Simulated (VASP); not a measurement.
# Se (R-3) in VASP: further runs

The runs below take Se through electric field gradients, with PBE.

All numbers are computed with VASP 6.6.1; they aren't measurements. Logs are shortened: lines on timing, memory, paths and dates and some standing lists are left out, and cuts for length are marked.

## (1) The cell of the first run

The structure is trigonal, space group R-3 (No. 148). Conventional cell: a = 11.248 Å, b = 11.248 Å, c = 4.429 Å, α = 90.00°, β = 90.00°, γ = 120.00°. Se (site symmetry 1) has 2 Se at 2.34 Å within 3.1 Å.

## (2) Electric field gradients, PBE (equal xx and yy strain of -1 %)

Input file INCAR:

```
PREC = Accurate
ENCUT = 520
EDIFF = 1E-8
ISMEAR = -1
SIGMA = 0.01
LREAL = F
LASPH = T
NELM = 100
ALGO = Normal
ISIF = 2
LWAVE = F
LCHARG = F
GGA = PE
LEFG = T
NBANDS = 27
```

Input file KPOINTS:

```
Automatic mesh
0
Gamma
  6 6 6
```

Input file POSCAR:

```
Se
1.0
    5.6241898633      3.2471275315      1.4763300000
   -5.6241898633      3.2471275315      1.4763300000
    0.0000000000     -6.4942550631      1.4763300000
Se
6
Direct
    0.2806600000      0.1625100000      0.9181800000
    0.9181800000      0.2806600000      0.1625100000
    0.1625100000      0.9181800000      0.2806600000
    0.7193400000      0.8374900000      0.0818200000
    0.0818200000      0.7193400000      0.8374900000
    0.8374900000      0.0818200000      0.7193400000
```

Potentials or basis: VASP PAW PBE potentials, release 64 (Se).

Command:

```console
> cat potpaw_PBE.64/Se/POTCAR > POTCAR
> mpirun -np 1 vasp_std > vasp.out
```

OUTCAR:

```text
PREC = Accurate
   ENCUT = 520
   EDIFF = 1E-8
   ISMEAR = -1
   LREAL = F
   LASPH = T
   NELM = 100
   ISIF = 2
   GGA = PE

 ion  position               nearest neighbor table
   1  0.281  0.163  0.918-   5 2.34   6 2.34
   2  0.918  0.281  0.163-   4 2.34   6 2.34
   3  0.163  0.918  0.281-   4 2.34   5 2.34
   4  0.719  0.837  0.082-   2 2.34   3 2.34
   5  0.082  0.719  0.837-   1 2.34   3 2.34
   6  0.837  0.082  0.719-   1 2.34   2 2.34

  LATTYP: Found a trigonal (rhomboedric) cell.
 ALAT       =     6.6599473792
 COS(alpha) =    -0.4262916731

  Lattice vectors:

 A1 = (   5.6241898633,   3.2471275315,   1.4763300000)
 A2 = (  -5.6241898633,   3.2471275315,   1.4763300000)
 A3 = (   0.0000000000,  -6.4942550631,   1.4763300000)

Analysis of symmetry for initial positions (statically):
=====================================================================
 Subroutine PRICEL returns:
 Original cell was already a primitive cell.

 Routine SETGRP: Setting up the symmetry group for a
 trigonal (rhombohedral) supercell.

 Subroutine GETGRP returns: Found  6 space group operations
 (whereof  6 operations were pure point group operations)
 out of a pool of 12 trial point group operations.

The static configuration has the point symmetry S_6 .

Analysis of symmetry for dynamics (positions and initial velocities):
=====================================================================
 Subroutine PRICEL returns:
 Original cell was already a primitive cell.

 Routine SETGRP: Setting up the symmetry group for a
 trigonal (rhombohedral) supercell.

 Subroutine GETGRP returns: Found  6 space group operations
 (whereof  6 operations were pure point group operations)
 out of a pool of 12 trial point group operations.

The dynamic configuration has the point symmetry S_6 .

 Subroutine INISYM returns: Found  6 space group operations
 (whereof  6 operations are pure point group operations),
 and found     1 'primitive' translations

----------------------------------------------------------------------------------------

                                     Primitive cell

  volume of cell :     161.7685

  direct lattice vectors                    reciprocal lattice vectors
     5.624189863  3.247127531  1.476330000     0.088901693  0.051327416  0.225785111
    -5.624189863  3.247127531  1.476330000    -0.088901693  0.051327416  0.225785111
     0.000000000 -6.494255063  1.476330000     0.000000000 -0.102654833  0.225785111

  length of vectors
     6.659947379  6.659947379  6.659947379     0.248026069  0.248026069  0.248026069

  position of ions in fractional coordinates (direct lattice)
     0.280660000  0.162510000  0.918180000
     0.918180000  0.280660000  0.162510000
     0.162510000  0.918180000  0.280660000
     0.719340000  0.837490000  0.081820000
     0.081820000  0.719340000  0.837490000
     0.837490000  0.081820000  0.719340000

  ion indices of the primitive-cell ions
   primitive index   ion index
                 1           1
                 2           2
                 3           3
                 4           4
                 5           5
                 6           6

----------------------------------------------------------------------------------------

 KPOINTS: Automatic mesh

Automatic generation of k-mesh.
 Grid dimensions read from file:
 generate k-points for:    6    6    6

 Generating k-lattice:

  Cartesian coordinates                     Fractional coordinates (reciprocal lattice)
     0.014816949  0.008554569  0.037630852     0.166666667  0.000000000  0.000000000
    -0.014816949  0.008554569  0.037630852     0.000000000  0.166666667  0.000000000
[... 52 lines left out ...]
   ISPIN  =      1    spin polarized calculation?
   LNONCOLLINEAR =      F non collinear calculations
   LSORBIT =      F    spin-orbit coupling
   LASPH  =      T    aspherical Exc in radial PAW
   ENCUT  =  520.0 eV  38.22 Ry    6.18 a.u.  12.38 12.38 12.38*2*pi/ulx,y,z
   NELM   =    100;   NELMIN=  2; NELMDL= -5     # of ELM steps
   EDIFF  = 0.1E-07   stopping-criterion for ELM
   LREAL  =      F    real-space projection
   EDIFFG = 0.1E-06   stopping-criterion for IOM
   NSW    =      0    number of steps for IOM
   IBRION =     -1    ionic relax: 0-MD 1-quasi-New 2-CG
   NFREE  =      0    steps in history (QN), initial steepest desc. (CG)
   ISIF   =      2    stress and relaxation
   ISYM   =      2    0-nonsym 1-usesym 2-fastsym
   POTIM  = 0.5000    time-step for ionic-motion
   TEBEG  =    0.0;   TEEND  =   0.0 temperature during run
   PSTRESS=    0.0 pullay stress
   NELECT =      36.0000    total number of electrons
   NUPDOWN=      -1.0000    fix difference up-down
   EMIN   =  10.00;   EMAX   =-10.00  energy-range for DOS
   EFERMI =   0.00;   METHOD = LEGACY
   ISMEAR =    -1;   SIGMA  =   0.01  broadening in eV -4-tet -1-fermi 0-gaus
   EFERMI_NEDOS =   21; number of points for ismear=-14 and -15
   IALGO  =     38    algorithm
   IMIX   =      4    mixing-type and parameters
     AMIX     =   0.40;   BMIX     =  1.00
     AMIX_MAG =   1.60;   BMIX_MAG =  1.00
  volume/ion in A,a.u.               =      26.96       181.94
  Fermi-wavevector in a.u.,A,eV,Ry     =   0.992075  1.874749 13.391017  0.984212
  Thomas-Fermi vector in A             =   2.123861
   LORBIT       =      0    0 simple, 1 ext, 2 COOP (PROOUT), +10 PAW based schemes
   GGA     = PE    functional components
   LHFCALC =     F    Hartree Fock is set to
   AEXX    =    0.0000 exact exchange contribution
   IVDW    =     0    specifies the selected vdW correction
   LEPSILON=     F    determine dielectric tensor
   LRPA    =     F    only Hartree local field effects (RPA)
 non-spin polarized calculation
  energy-cutoff  :      520.00
  volume of cell :      161.77
 maximum number of plane-waves:      4383
 NGX is ok and might be reduce to    50
   NGX = 25   NGY = 25   NGZ = 25

 number of electron      36.0000001 magnetization

 Free energy of the ion-electron system (eV)
  ---------------------------------------------------
  ext. energy  EPLUGINS =         0.00000000
  ---------------------------------------------------
  free energy    TOTEN  =       -20.61775156 eV

  energy without entropy =      -20.61775156  energy(sigma->0) =      -20.61775156

 E-fermi :   2.7297     XC(G=0):  -8.8777

 val. band max:        2.5190953683   @ k =   0.5000   0.5000   0.5000
 cond. band min:       3.8150034199   @ k =  -0.1667   0.1667   0.1667
 fundamental gap:      1.2959080517
 Fermi energy:         2.7297081722

 k-point     1 :       0.0000    0.0000    0.0000
  band No.  band energies     occupation
      1     -13.4151      2.00000
      2     -11.6251      2.00000
      3     -11.6251      2.00000
      4      -9.3113      2.00000
      5      -9.3113      2.00000
      6      -7.5691      2.00000
[... 709 lines left out ...]
     26       8.6110      0.00000
     27       9.1712      0.00000

 [... further k-points ...]

------------------------ aborting loop because EDIFF is reached ----------------------------------------

  FORCE on cell =-STRESS in cart. coord.  units (eV):
  Direction    XX          YY          ZZ          XY          YZ          ZX
  --------------------------------------------------------------------------------------
  -------------------------------------------------------------------------------------
  Total        4.8415243      4.8415243      3.3787012      0.0000005     -0.0000000     -0.0000000
  in kB       47.9511124     47.9511124     33.4631144      0.0000046     -0.0000000     -0.0000000
  external PRESSURE =      43.1217797 kB  Pullay stress =       0.0000000 kB

 VOLUME and BASIS-vectors are now :
 -----------------------------------------------------------------------------
  energy-cutoff  :      520.00
  volume of cell :      161.77
      direct lattice vectors                 reciprocal lattice vectors
     5.624189863  3.247127531  1.476330000     0.088901693  0.051327416  0.225785111
    -5.624189863  3.247127531  1.476330000    -0.088901693  0.051327416  0.225785111
     0.000000000 -6.494255063  1.476330000     0.000000000 -0.102654833  0.225785111

 POSITION                                       TOTAL-FORCE (eV/Angst)
 -----------------------------------------------------------------------------------
      0.66450     -4.52387      2.00980         0.232470      0.571086      0.503672
      3.58553      2.83740      2.00980        -0.610810     -0.084218      0.503672
     -4.25003      1.68646      2.00980         0.378340     -0.486868      0.503672
     -0.66450      4.52387      2.41919        -0.232470     -0.571086     -0.503672
     -3.58553     -2.83740      2.41919         0.610810      0.084218     -0.503672
      4.25003     -1.68646      2.41919        -0.378340      0.486868     -0.503672
 -----------------------------------------------------------------------------------
    total drift:                                0.000000     -0.000000     -0.000000

  FREE ENERGIE OF THE ION-ELECTRON SYSTEM (eV)
  ---------------------------------------------------
  free  energy   TOTEN  =       -20.6177515576 eV

  energy  without entropy=      -20.6177515576  energy(sigma->0) =      -20.61775156

 Electric field gradients (V/A^2)
---------------------------------------------------------------------
 ion       V_xx      V_yy      V_zz      V_xy      V_xz      V_yz
---------------------------------------------------------------------
   1     310.263  -109.786  -200.476  -134.172   141.813   346.148
   2    -120.970   321.446  -200.476  -114.801  -370.680   -50.260
   3     111.422    89.054  -200.476   248.972   228.867  -295.888
   4     310.263  -109.786  -200.476  -134.172   141.813   346.148
   5    -120.970   321.446  -200.476  -114.801  -370.680   -50.260
   6     111.422    89.054  -200.476   248.972   228.867  -295.888
---------------------------------------------------------------------

 Electric field gradients after diagonalization (V/A^2)
 (convention: |V_zz| > |V_xx| > |V_yy|)
----------------------------------------------------------------------
 ion       V_xx      V_yy      V_zz     asymmetry (V_yy - V_xx)/ V_zz
----------------------------------------------------------------------
   1     354.895   193.662  -548.557       0.294
   2     354.895   193.662  -548.557       0.294
   3     354.895   193.662  -548.557       0.294
   4     354.895   193.662  -548.557       0.294
   5     354.895   193.662  -548.557       0.294
   6     354.895   193.662  -548.557       0.294
----------------------------------------------------------------------

           NMR quadrupolar parameters

 Cq : quadrupolar parameter    Cq=e*Q*V_zz/h
 eta: asymmetry parameters     (V_yy - V_xx)/ V_zz
 Q  : nuclear electric quadrupole moment in mb (millibarn)
----------------------------------------------------------------------
 ion       Cq(MHz)       eta       Q (mb)
----------------------------------------------------------------------
   1      -1.326       0.294       1.000
   2      -1.326       0.294       1.000
   3      -1.326       0.294       1.000
   4      -1.326       0.294       1.000
   5      -1.326       0.294       1.000
   6      -1.326       0.294       1.000
----------------------------------------------------------------------
```

Run time: 3.6 min. Hardware: 1 thread of Intel Xeon Platinum 8259CL at 2.50GHz (Skylake/Cascade Lake), shared host; peak memory 0.39 GiB.

What came out:

| Quantity | Value |
| --- | --- |
| Free energy | -20.6178 eV |
| Pressure | 4.3 GPa |
| Largest force | 0.796 eV/Å |
| Band gap on the k mesh | 1.30 eV (least direct gap 1.52 eV) |
| Largest electric field gradient by atom | Se -548.6 V/Å² |

Forces on the atoms (eV/Å):
```
Se   0.232  0.571  0.504
Se  -0.611 -0.084  0.504
Se   0.378 -0.487  0.504
Se  -0.232 -0.571 -0.504
Se   0.611  0.084 -0.504
Se  -0.378  0.487 -0.504
```

Levels at points of the mesh, in eV from the valence-band top:
```
           k point  band 16  band 17  band 18  band 19  band 20  band 21
(0.00, 0.00, 0.00)    -0.77    -0.69    -0.69     1.87     1.87     2.73
(0.50, 0.00, 0.00)    -0.87    -0.34    -0.33     1.80     1.96     2.73
(0.50, 0.50, 0.00)    -1.19    -0.92    -0.33     1.56     1.81     2.36
(0.50, 0.50, 0.50)    -1.29    -1.29     0.00     1.52     1.52     1.93
```

Electric field gradients, principal values (V/Å²):
| atom | least | middle | greatest (by size) |
| --- | --- | --- | --- |
| 1 Se | 193.662 | 354.895 | -548.557 |
| 2 Se | 193.662 | 354.895 | -548.557 |
| 3 Se | 193.662 | 354.895 | -548.557 |
| 4 Se | 193.662 | 354.895 | -548.557 |
| 5 Se | 193.662 | 354.895 | -548.557 |
| 6 Se | 193.662 | 354.895 | -548.557 |

Caveat: the cell differs from its parent crystal (equal xx and yy strain of -1 %); the cell stands under pressure; this functional lacks dispersion, which holds the molecules together, so the pressure and a relaxed volume are unreliable; without QUAD_EFG the Cq values of the log hold for a quadrupole moment of 1 mb, not for the nuclei. A k mesh can miss the band edges.

[end of part 1 of 2]
